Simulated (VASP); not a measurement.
Input of a VASP 6.6.1 run:

File INCAR:

```
  ALGO = Normal
  EDIFF = 1E-7
  ENCUT = 520
  GGA = PE
  ISIF = 2
  ISMEAR = -1
  IVDW = 12
  LASPH = T
  LCHARG = F
  LREAL = Auto
  LWAVE = F
  NBANDS = 30
  NELM = 80
  PREC = Accurate
  SIGMA = 0.15
```

KPOINTS

```
k-points
0
Gamma
  5 6 4
```

Contents of POSCAR:

```
Be16H
1.0
   -2.2900000000     -3.9663960000      0.0000000000
    3.4350000000     -1.9831980000      0.0000000000
    0.0000000000      0.0000000000      7.1768600000
Be H
16 1
Direct
    0.7502340848      0.5027493608      0.0045995045
    0.4991000892      0.3326099576      0.2505165212
    0.7502548614      0.5085352642      0.4957017414
    0.4844197458      0.3394317956      0.7535668802
    0.4973834500     -0.0037327218      0.0030817098
    0.2500461822      0.8265189977      0.2478420925
    0.4946310893     -0.0070526362      0.4951978999
    0.2502099959      0.8301234034      0.7493639280
    0.2502713762      0.4967026059      0.0016769172
    0.0009872029      0.3325731280      0.2505069069
    0.2502373884      0.4958246345      0.4988089499
    0.0162609450      0.3398741089      0.7535583807
    0.0028576892     -0.0036838113      0.0029529627
    0.7500618271      0.8372455849      0.2490100127
    0.0057073956     -0.0070672676      0.4952717484
    0.7501930898      0.8206649711      0.7527716857
    0.7509327082      0.1752838142      0.7085547161
```

Potentials or basis: VASP PAW PBE potentials, release 64 (Be, H).

Command:

```console
$ cat potpaw_PBE.64/Be/POTCAR potpaw_PBE.64/H/POTCAR > POTCAR
$ mpirun -np 1 vasp_std > vasp.out
```

Problem. What does it give for the largest force?

Solution. 0.708 eV/Å.

Problem. Estimate the band gap on the k mesh.

Solution. Zero (an odd number of electrons rules out a gap without spin polarisation).

Problem. Predict the dispersion energy per atom.

Solution. -0.336 eV.

Problem. Predict the pressure.

Solution. -6.0 GPa.

Stress tensor (GPa, compression positive):
```
-6.26  0.72  0.11
 0.72 -5.41 -0.07
 0.11 -0.07 -6.23
```
